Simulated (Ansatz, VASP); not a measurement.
CdF2: VASP beside Ansatz

```xyz
3
Lattice="0.0000 2.6488 2.6488 2.9964 0.0000 2.6488 2.9964 2.6488 0.0000" Properties=species:S:1:pos:R:3 pbc="T T T"
Cd    0.0000    0.0000    0.0000
F     1.4982    1.3244    1.3244
F     4.4945    3.9732    3.9732
```

Change from the starting cell: strain +0.1312 x Voigt [1, 0, 0, 0, 0, 0], atoms carried along.

Alike in both runs: task single point; functional LDA; k mesh 8 × 8 × 8; occupations gaussian, width 0.05 eV; no spin polarisation.

|  | VASP | Ansatz |
| --- | --- | --- |
| version | VASP 6.6.1 | Ansatz 0.2.0 |
| potentials or method | VASP PAW LDA potentials, release 64 (Cd, F), cutoff 520 eV | scalar-relativistic, plane waves, PAW |
| valence electrons in the cell | 26 | 34 |

|  | VASP | Ansatz | Ansatz less VASP |
| --- | --- | --- | --- |
| gap on the k mesh at the Fermi level (eV) | 2.21 | 2.23 | +0.012 |
| least direct gap on the mesh (eV) | 2.80 | 2.80 | +0.005 |
| pressure (GPa) | -11.1 | -11.7 | -0.61 |
| traceless stress, the component that is largest in VASP (GPa) | -8.90 | -9.03 | -0.138 |

LDA's correlation is that of Perdew and Zunger in VASP and of Perdew and Wang (1992) in Ansatz. VASP's potentials hold 26 valence electrons a cell and Ansatz's 34, so a difference there can come from the potentials and not from the codes.
